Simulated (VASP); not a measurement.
# Pd in VASP: a series of runs

Pd is run at these levels: revPBE; tasks: single point, relaxation of cell and atoms.

All numbers are computed with VASP 6.6.1; they aren't measurements. Logs are shortened: lines on timing, memory, paths and dates and some standing lists are left out, and cuts for length are marked.

### 1 The cell of the first run

It takes space group Fm-3m (No. 225, cubic). The conventional cell has a = 3.974 Å, b = 3.974 Å, c = 3.974 Å, α = 90.00°, β = 90.00°, γ = 90.00°. Pd (site symmetry m-3m) has 12 Pd at 2.81 Å within 3.7 Å.

### 2 Single point, revPBE

INCAR reads:

```
PREC = Accurate ; ENCUT = 520
EDIFF = 1E-6 ; ISMEAR = -1
SIGMA = 0.1 ; LREAL = F
LASPH = T ; NELM = 100
ALGO = Normal ; ISIF = 2
LWAVE = F ; LCHARG = F
GGA = RE ; NBANDS = 11
```

KPOINTS reads:

```
regular mesh
0
Gamma
  7 7 7
```

POSCAR reads:

```
Pd
1.0
    0.0000000000      1.9869669312      1.9869669312
    1.9869669312      0.0000000000      1.9869669312
    1.9869669312      1.9869669312      0.0000000000
Pd
1
Direct
    0.0000000000      0.0000000000      0.0000000000
```

Potentials or basis: VASP PAW PBE potentials, release 64 (Pd).

Started as:

```sh
> cat potpaw_PBE.64/Pd/POTCAR > POTCAR
> mpirun -np 1 vasp_std > vasp.out
```

OUTCAR:

```text
PREC = Accurate
   ENCUT = 520
   EDIFF = 1E-6
   ISMEAR = -1
   LREAL = F
   LASPH = T
   NELM = 100
   ISIF = 2
   GGA = RE

 ion  position               nearest neighbor table
   1  0.000  0.000  0.000-

  LATTYP: Found a face centered cubic cell.
 ALAT       =     3.9739338624

  Lattice vectors:

 A1 = (   0.0000000000,   1.9869669312,   1.9869669312)
 A2 = (   1.9869669312,   0.0000000000,   1.9869669312)
 A3 = (   1.9869669312,   1.9869669312,   0.0000000000)

Analysis of symmetry for initial positions (statically):
=====================================================================
 Subroutine PRICEL returns:
 Original cell was already a primitive cell.

 Routine SETGRP: Setting up the symmetry group for a
 face centered cubic supercell.

 Subroutine GETGRP returns: Found 48 space group operations
 (whereof 48 operations were pure point group operations)
 out of a pool of 48 trial point group operations.

The static configuration has the point symmetry O_h .

Analysis of symmetry for dynamics (positions and initial velocities):
=====================================================================
 Subroutine PRICEL returns:
 Original cell was already a primitive cell.

 Routine SETGRP: Setting up the symmetry group for a
 face centered cubic supercell.

 Subroutine GETGRP returns: Found 48 space group operations
 (whereof 48 operations were pure point group operations)
 out of a pool of 48 trial point group operations.

The dynamic configuration has the point symmetry O_h .

 Subroutine INISYM returns: Found 48 space group operations
 (whereof 48 operations are pure point group operations),
 and found     1 'primitive' translations

----------------------------------------------------------------------------------------

                                     Primitive cell

  volume of cell :      15.6892

  direct lattice vectors                    reciprocal lattice vectors
     0.000000000  1.986966931  1.986966931    -0.251639820  0.251639820  0.251639820
     1.986966931  0.000000000  1.986966931     0.251639820 -0.251639820  0.251639820
     1.986966931  1.986966931  0.000000000     0.251639820  0.251639820 -0.251639820

  length of vectors
     2.809995582  2.809995582  2.809995582     0.435852953  0.435852953  0.435852953

  position of ions in fractional coordinates (direct lattice)
     0.000000000  0.000000000  0.000000000

  ion indices of the primitive-cell ions
   primitive index   ion index
                 1           1

----------------------------------------------------------------------------------------

 KPOINTS: regular mesh

Automatic generation of k-mesh.
 Grid dimensions read from file:
 generate k-points for:    7    7    7

 Generating k-lattice:

  Cartesian coordinates                     Fractional coordinates (reciprocal lattice)
    -0.035948546  0.035948546  0.035948546     0.142857143  0.000000000  0.000000000
     0.035948546 -0.035948546  0.035948546     0.000000000  0.142857143  0.000000000
     0.035948546  0.035948546 -0.035948546     0.000000000  0.000000000  0.142857143

  Length of vectors
     0.062264708  0.062264708  0.062264708

  Shift w.r.t. Gamma in fractional coordinates (k-lattice)
     0.000000000  0.000000000  0.000000000

 Subroutine IBZKPT returns following result:
 ===========================================

 Found     20 irreducible k-points:

 Following reciprocal coordinates:
            Coordinates               Weight
  0.000000  0.000000  0.000000      1.000000
  0.142857  0.000000  0.000000      8.000000
  0.285714  0.000000  0.000000      8.000000
  0.428571  0.000000  0.000000      8.000000
  0.142857  0.142857  0.000000      6.000000
  0.285714  0.142857  0.000000     24.000000
[... 12 lines left out ...]
 -0.428571  0.428571  0.142857     24.000000
 -0.285714  0.428571  0.142857     24.000000
   k-points           NKPTS =     20   k-points in BZ     NKDIM =     20   number of bands    NBANDS=     11
   number of dos      NEDOS =    301   number of ions     NIONS =      1
   total plane-waves  NPLWV =  13824
   dimension x,y,z NGX =    24 NGY =   24 NGZ =   24
   dimension x,y,z NGXF=    48 NGYF=   48 NGZF=   48
   ions per type =               1
   NGX,Y,Z   is equivalent  to a cutoff of  14.20, 14.20, 14.20 a.u.
   NGXF,Y,Z  is equivalent  to a cutoff of  28.40, 28.40, 28.40 a.u.
 SYSTEM =  unknown system
   PREC   = accura    normal or accurate (medium, high low for compatibility)
   ISTART =      0    job   : 0-new  1-cont  2-samecut
   ICHARG =      2    charge: 1-file 2-atom 10-const
   ISPIN  =      1    spin polarized calculation?
   LNONCOLLINEAR =      F non collinear calculations
   LSORBIT =      F    spin-orbit coupling
   LASPH  =      T    aspherical Exc in radial PAW
   ENCUT  =  520.0 eV  38.22 Ry    6.18 a.u.   5.22  5.22  5.22*2*pi/ulx,y,z
   NELM   =    100;   NELMIN=  2; NELMDL= -5     # of ELM steps
   EDIFF  = 0.1E-05   stopping-criterion for ELM
[... 55 lines left out ...]
  band No.  band energies     occupation
      1       2.2175      2.00000
      2       6.3227      2.00000
      3       6.3227      2.00000
      4       6.3227      2.00000
      5       7.7726      1.99998
      6       7.7726      1.99998
      7      25.9984      0.00000
      8      30.4455      0.00000
      9      30.4455      0.00000
     10      30.4455      0.00000
     11      35.2301      0.00000

 k-point     2 :       0.1429    0.0000    0.0000
  band No.  band energies     occupation
      1       2.8857      2.00000
      2       6.1424      2.00000
      3       6.5146      2.00000
      4       6.5146      2.00000
      5       7.7108      1.99999
      6       7.7108      1.99999
      7      26.1629      0.00000
      8      27.4256      0.00000
      9      31.1033      0.00000
     10      31.1033      0.00000
     11      34.8345      0.00000

 k-point     3 :       0.2857    0.0000    0.0000
  band No.  band energies     occupation
      1       4.0374      2.00000
      2       6.5454      2.00000
      3       6.5454      2.00000
      4       6.6395      2.00000
      5       8.0772      1.99964
      6       8.0772      1.99964
      7      21.5844      0.00000
      8      26.6420      0.00000
      9      31.5186      0.00000
     10      31.5186      0.00000
     11      34.3995      0.00000

 k-point     4 :       0.4286    0.0000    0.0000
  band No.  band energies     occupation
      1       4.0890      2.00000
      2       6.3188      2.00000
      3       6.3188      2.00000
      4       8.7460      1.74446
      5       8.7460      1.74446
      6       9.2510      0.08389
      7      16.7868      0.00000
      8      25.5105      0.00000
      9      29.7148      0.00000
     10      29.7148      0.00000
     11      35.0599      0.00000

 k-point     5 :       0.1429    0.1429    0.0000
  band No.  band energies     occupation
      1       3.1096      2.00000
      2       5.8749      2.00000
      3       6.7240      2.00000
      4       6.7240      2.00000
      5       7.3448      2.00000
      6       7.9592      1.99989
      7      26.8384      0.00000
      8      28.3808      0.00000
      9      29.2500      0.00000
     10      29.2500      0.00000
     11      35.4697      0.00000
[... 155 lines left out ...]
 k-point    17 :       0.4286    0.2857    0.1429
  band No.  band energies     occupation
      1       5.0973      2.00000
      2       5.3072      2.00000
      3       6.2220      2.00000
      4       7.7939      1.99998
      5       7.8086      1.99998
      6       9.9476      0.00008
      7      22.4234      0.00000
      8      22.9731      0.00000
      9      26.4099      0.00000
     10      30.9854      0.00000
     11      32.9862      0.00000

 k-point    18 :      -0.4286    0.2857    0.1429
  band No.  band energies     occupation
      1       5.1056      2.00000
      2       5.5552      2.00000
      3       6.2767      2.00000
      4       7.4155      2.00000
      5       8.6314      1.91100
      6      12.8926      0.00000
      7      17.5733      0.00000
      8      22.7669      0.00000
      9      24.2339      0.00000
     10      30.4227      0.00000
     11      34.3700      0.00000

 k-point    19 :      -0.4286    0.4286    0.1429
  band No.  band energies     occupation
      1       4.6349      2.00000
      2       4.8474      2.00000
      3       7.0983      2.00000
      4       8.2669      1.99757
      5       8.9389      0.99595
      6      13.4168      0.00000
      7      20.1477      0.00000
      8      20.4452      0.00000
      9      21.1380      0.00000
     10      31.2199      0.00000
     11      32.9099      0.00000

 k-point    20 :      -0.2857    0.4286    0.1429
  band No.  band energies     occupation
      1       4.9811      2.00000
      2       5.4659      2.00000
      3       6.2751      2.00000
      4       7.7405      1.99999
      5       8.9315      1.03296
      6      16.3199      0.00000
      7      16.9575      0.00000
      8      19.2524      0.00000
      9      22.0689      0.00000
     10      31.5207      0.00000
     11      35.2424      0.00000

------------------------ aborting loop because EDIFF is reached ----------------------------------------

  FORCE on cell =-STRESS in cart. coord.  units (eV):
  Direction    XX          YY          ZZ          XY          YZ          ZX
  --------------------------------------------------------------------------------------
  -------------------------------------------------------------------------------------
  Total        0.0010721      0.0010721      0.0010721      0.0000000      0.0000000      0.0000000
  in kB        0.1094849      0.1094849      0.1094849      0.0000000      0.0000000      0.0000000
  external PRESSURE =       0.1094849 kB  Pullay stress =       0.0000000 kB

 VOLUME and BASIS-vectors are now :
 -----------------------------------------------------------------------------
  energy-cutoff  :      520.00
  volume of cell :       15.69
      direct lattice vectors                 reciprocal lattice vectors
     0.000000000  1.986966931  1.986966931    -0.251639820  0.251639820  0.251639820
     1.986966931  0.000000000  1.986966931     0.251639820 -0.251639820  0.251639820
     1.986966931  1.986966931  0.000000000     0.251639820  0.251639820 -0.251639820

 POSITION                                       TOTAL-FORCE (eV/Angst)
 -----------------------------------------------------------------------------------
      0.00000      0.00000      0.00000         0.000000      0.000000      0.000000
 -----------------------------------------------------------------------------------
    total drift:                               -0.000000      0.000000     -0.000000

  FREE ENERGIE OF THE ION-ELECTRON SYSTEM (eV)
  ---------------------------------------------------
  free  energy   TOTEN  =        -4.7982650969 eV

  energy  without entropy=       -4.7292774015  energy(sigma->0) =       -4.76377125
```

Run time: 2.3 s. Hardware: 1 thread of Intel Xeon 6975P-C (Granite Rapids), shared host; peak memory 0.14 GiB.

What came out:

```
Free energy            : -4.7983 eV
Pressure               : 0.0 GPa
Band gap on the k mesh : zero (band 5 reaches 9.01 eV, above the bottom of band 6 at 7.71 eV)
```

Caveat: the k points lie up to 0.39 Å⁻¹ apart; the PAW data sets were made with another functional, which shifts forces and pressure a little.

### 3 Single point, revPBE, collinear spin, antiferromagnetic start

This run uses another cell than the first one: it holds 2 atoms, not 1.

INCAR reads:

```
SYSTEM = Pd
PREC = Accurate
ENCUT = 520
EDIFF = 1E-6
ISMEAR = -1
SIGMA = 0.05
LREAL = .False.
LASPH = .True.
NELM = 150
ALGO = Normal
ISIF = 2
LWAVE = .False.
LCHARG = .True.
ISPIN = 2
MAGMOM = 0.5 -0.5
LORBIT = 11
LMAXMIX = 4
GGA = RE
LELF = .True.
LVHAR = .True.
NBANDS = 21
```

KPOINTS reads:

```
regular mesh
0
Gamma
  11 11 8
  0 0 0
```

POSCAR reads:

```
Pd
1.0
    2.8095391561      0.0000000000      0.0000000000
    0.0000000000      2.8095391561      0.0000000000
    0.0000000000      0.0000000000      3.9643474536
Pd
2
Direct
    1.0000000000      0.0000000000      0.0000000000
    0.5000000000      0.5000000000      0.5000000000
```

Potentials or basis: VASP PAW PBE potentials, release 64 (Pd).

Started as:

```sh
> cat potpaw_PBE.64/Pd/POTCAR > POTCAR
> mpirun -np 1 vasp_std > vasp.out
```

It took 41 s on 1 thread of Intel Xeon 6975P-C (Granite Rapids), shared host; peak memory 0.21 GiB.

It converged, with:

```
Free energy                                           : -9.5033 eV
Pressure                                              : -0.2 GPa
Band gap on the k mesh                                : zero (filled and empty bands overlap)
Net moment                                            : 0.00 μB per cell
Valence electrons inside the program's atomic spheres : Pd 9.33
```

Levels at points of the mesh, in eV from the Fermi level:
Spin up:
| k point | band 7 | band 8 | band 9 | band 10 | band 11 | band 12 | band 13 | band 14 |
| --- | --- | --- | --- | --- | --- | --- | --- | --- |
| (0.00, 0.00, 0.00) | -1.14 | -1.12 | -0.07 | 0.25 | 0.25 | 3.41 | 10.23 | 12.89 |
| (0.00, 0.00, 0.50) | -1.42 | -1.42 | -1.42 | -1.42 | -0.62 | -0.62 | 17.54 | 17.54 |
Spin down:
| k point | band 7 | band 8 | band 9 | band 10 | band 11 | band 12 | band 13 | band 14 |
| --- | --- | --- | --- | --- | --- | --- | --- | --- |
| (0.00, 0.00, 0.00) | -1.14 | -1.12 | -0.07 | 0.25 | 0.25 | 3.41 | 10.23 | 12.89 |
| (0.00, 0.00, 0.50) | -1.42 | -1.42 | -1.42 | -1.42 | -0.62 | -0.62 | 17.54 | 17.54 |

Caveat: the PAW data sets were made with another functional, which shifts forces and pressure a little.

### 4 Relaxation of cell and atoms, revPBE, collinear spin, antiferromagnetic start

This run uses another cell than the first one: it holds 2 atoms, not 1.

INCAR reads:

```
PREC = Accurate
ENCUT = 600
EDIFF = 1E-6
ISMEAR = -1
SIGMA = 0.05
LREAL = False
LASPH = True
NELM = 150
ALGO = Normal
ISIF = 3
LWAVE = False
LCHARG = False
ISPIN = 2
MAGMOM = 0.5 -0.5
LORBIT = 11
LMAXMIX = 4
GGA = RE
IBRION = 2
NSW = 80
EDIFFG = -0.01
```

KPOINTS reads:

```
regular mesh
0
Gamma
  11 11 8
```

POSCAR reads:

```
Pd
1.0
    2.7505039575      0.0000000000      0.0000000000
    0.0000000000      2.7505039575      0.0000000000
    0.0000000000      0.0000000000      3.8898000000
Pd
2
Direct
    0.0000000000      0.0000000000      0.0000000000
    0.5000000000      0.5000000000      0.5000000000
```

Started as:

```sh
> cat potpaw_PBE.64/Pd/POTCAR > POTCAR
> mpirun -np 1 vasp_std > vasp.out
```

Run time: 74 s. Hardware: 1 thread of Intel Xeon 6975P-C (Granite Rapids), shared host; peak memory 0.22 GiB.

Results (log left out):

* Free energy: -9.5022 eV
* Relaxed volume: 15.61 Å³/atom
* Relaxed cell: a = 2.806 Å, b = 2.806 Å, c = 3.966 Å, α = 90.00°, β = 90.00°, γ = 90.00°
* Space group after relaxing (to 0.05 Å): Fm-3m (No. 225)
* Energy gained by relaxing: 28.4 meV/atom
* Ionic steps: 4
* Pressure after relaxing: 0.0 GPa
* Band gap on the k mesh: zero (filled and empty bands overlap)
* Net moment: 0.00 μB per cell
* Valence electrons inside the program's atomic spheres: Pd 9.34

Stress tensor (GPa, compression positive):
```
 0.05  0.00  0.00
 0.00  0.05  0.00
 0.00  0.00 -0.04
```

The path:
| step | energy change (eV) | largest force (eV/Å) | pressure (GPa) | volume (Å³) |
| --- | --- | --- | --- | --- |
| 1 | 0.0000 | 0.0000 | 10.79 | 29.43 |
| 2 | 0.0314 | 0.0000 | -9.84 | 33.85 |
| 3 | -0.0568 | 0.0000 | -0.16 | 31.26 |
| 4 | -0.0568 | 0.0000 | 0.02 | 31.23 |

Final structure:
```
CELL_PARAMETERS angstrom
2.80587 0.00000 0.00000
0.00000 2.80587 0.00000
0.00000 0.00000 3.96637
ATOMIC_POSITIONS crystal
Pd 0.00000 0.00000 0.00000
Pd 0.50000 0.50000 0.50000
```

Levels at points of the mesh, in eV from the Fermi level:
Spin up:
| k point | band 6 | band 7 | band 8 | band 9 | band 10 | band 11 | band 12 | band 13 | band 14 |
| --- | --- | --- | --- | --- | --- | --- | --- | --- | --- |
| (0.00, 0.00, 0.00) | -2.59 | -1.13 | -1.13 | -0.07 | 0.25 | 0.25 | 3.38 | 10.22 | 12.92 |
| (0.00, 0.00, 0.50) | -1.64 | -1.42 | -1.42 | -1.42 | -1.42 | -0.62 | -0.62 | 17.57 | 17.57 |
Spin down:
```
           k point  band 8  band 9  band 10  band 11  band 12  band 13
(0.00, 0.00, 0.00)   -1.13   -0.07     0.25     0.25     3.38    10.22
(0.00, 0.00, 0.50)   -1.42   -1.42    -1.42    -0.62    -0.62    17.57
```

Caveat: the PAW data sets were made with another functional, which shifts forces and pressure a little.

### 5 Single point, revPBE

INCAR reads:

```
PREC = Accurate
ENCUT = 520
EDIFF = 1E-6
ISMEAR = -1
SIGMA = 0.1
LREAL = False
LASPH = True
NELM = 100
ALGO = Normal
ISIF = 2
LWAVE = False
LCHARG = False
GGA = RE
NBANDS = 11
```

KPOINTS reads:

```
Automatic mesh
0
Gamma
  22 22 22
```

POSCAR reads:

```
Pd
1.0
    0.0000000000      1.9869669267      1.9869669267
    1.9869669267      0.0000000000      1.9869669267
    1.9869669267      1.9869669267      0.0000000000
Pd
1
Direct
    0.0000000000      0.0000000000      0.0000000000
```

Started as:

```sh
> cat potpaw_PBE.64/Pd/POTCAR > POTCAR
> mpirun -np 1 vasp_std > vasp.out
```

It took 41 s on 1 thread of AMD EPYC 7R13 (Zen 3), shared host; peak memory 0.16 GiB.

It converged, with:

* Free energy: -4.7816 eV
* Pressure: -0.4 GPa
* Band gap on the k mesh: zero (band 5 reaches 9.11 eV, above the bottom of band 6 at 7.68 eV)

Levels at points of the mesh, in eV from the Fermi level:
| k point | band 1 | band 2 | band 3 | band 4 | band 5 | band 6 | band 7 | band 8 | band 9 | band 10 |
| --- | --- | --- | --- | --- | --- | --- | --- | --- | --- | --- |
| (0.00, 0.00, 0.00) | -6.67 | -2.59 | -2.59 | -2.59 | -1.15 | -1.15 | 17.11 | 21.56 | 21.56 | 21.56 |
| (0.50, 0.00, 0.00) | -4.84 | -2.63 | -2.63 | -0.06 | -0.06 | 1.14 | 6.85 | 16.45 | 20.51 | 20.51 |
| (0.50, 0.50, 0.00) | -4.91 | -4.65 | -0.09 | 0.22 | 0.22 | 3.36 | 10.14 | 12.88 | 12.88 | 20.67 |

Caveat: the PAW data sets were made with another functional, which shifts forces and pressure a little.

### 6 Single point, revPBE, collinear spin, ferromagnetic start

INCAR reads:

```
ALGO = Normal
EDIFF = 1E-6
ENCUT = 500
GGA = RE
GGA_COMPAT = F
ISIF = 2
ISMEAR = -1
ISPIN = 2
LASPH = T
LCHARG = F
LMAXMIX = 4
LORBIT = 11
LREAL = F
LWAVE = F
MAGMOM = 0.341
NBANDS = 15
NELM = 200
PREC = Accurate
SIGMA = 0.1
```

KPOINTS reads:

```
k-points
0
Gamma
  7 7 7
```

POSCAR reads:

```
Pd
1.0
    0.0000000000      1.9872899161      1.9872899161
    1.9872899161      0.0000000000      1.9872899161
    1.9872899161      1.9872899161      0.0000000000
Pd
1
Direct
    0.0000000000      0.0000000000      0.0000000000
```

Potentials or basis: VASP PAW PBE potentials, release 64 (Pd).

Started as:

```sh
> cat potpaw_PBE.64/Pd/POTCAR > POTCAR
> mpirun -np 1 vasp_std > vasp.out
```

Wall time 22 s (1 thread of Intel Xeon 8259CL, shared host); peak memory 0.13 GiB.

Results (log left out):

```yaml
Free_energy: -4.7982 eV
Pressure: 0.0 GPa
Net_moment: 0.05 μB per cell
Site_moments: Pd +0.05 μB
Valence_electrons_inside_the_program's_atomic_spheres: Pd 9.33
```

Levels at points of the mesh, in eV from the Fermi level:
Spin up:
| k point | band 2 | band 3 | band 4 | band 5 | band 6 | band 7 | band 8 | band 9 |
| --- | --- | --- | --- | --- | --- | --- | --- | --- |
| (0.00, 0.00, 0.00) | -2.63 | -2.63 | -2.63 | -1.18 | -1.18 | 17.06 | 21.51 | 21.51 |
Spin down:
```tsv
k point	band 1	band 2	band 3	band 4	band 5	band 6	band 7	band 8	band 9	band 10
(0.00, 0.00, 0.00)	-6.72	-2.59	-2.59	-2.59	-1.15	-1.15	17.06	21.50	21.50	21.50
```

Caveat: the k points lie up to 0.39 Å⁻¹ apart; the PAW data sets were made with another functional, which shifts forces and pressure a little.

### 7 Overview

| task | spin | cell | k mesh | cutoff (eV) | smearing | gap on the mesh (eV) | pressure (GPa) | moment (μB) |
| --- | --- | --- | --- | --- | --- | --- | --- | --- |
| single point | off | a = 2.810 Å, angles 60.0°, 1 atom | 7 × 7 × 7 | 520 | fermi-dirac 0.1 eV | none | 0.0 | - |
| single point | collinear, antiferromagnetic start | a = 2.810, b = 2.810, c = 3.964 Å, 2 atoms | 11 × 11 × 8 | 520 | fermi-dirac 0.05 eV | none | -0.2 | 0.00 |
| relaxation of cell and atoms | collinear, antiferromagnetic start | relaxed from a = 2.751, b = 2.751, c = 3.890 Å, 2 atoms | 11 × 11 × 8 | 600 | fermi-dirac 0.05 eV | none | 0.0 | 0.00 |
| single point | off | a = 2.810 Å, angles 60.0°, 1 atom | 22 × 22 × 22 | 520 | fermi-dirac 0.1 eV | none | -0.4 | - |
| single point | collinear, ferromagnetic start | a = 2.810 Å, angles 60.0°, 1 atom | 7 × 7 × 7 | 500 | fermi-dirac 0.1 eV | none | 0.0 | 0.05 |

Alike in all rows: level revPBE; potentials or basis VASP PAW PBE potentials, release 64 (Pd).

Caveats: some runs use coarse meshes; the PAW data sets were made with another functional, which shifts forces and pressure a little.

Total energies depend on the potentials used, so only differences within one code and one set of settings carry meaning.
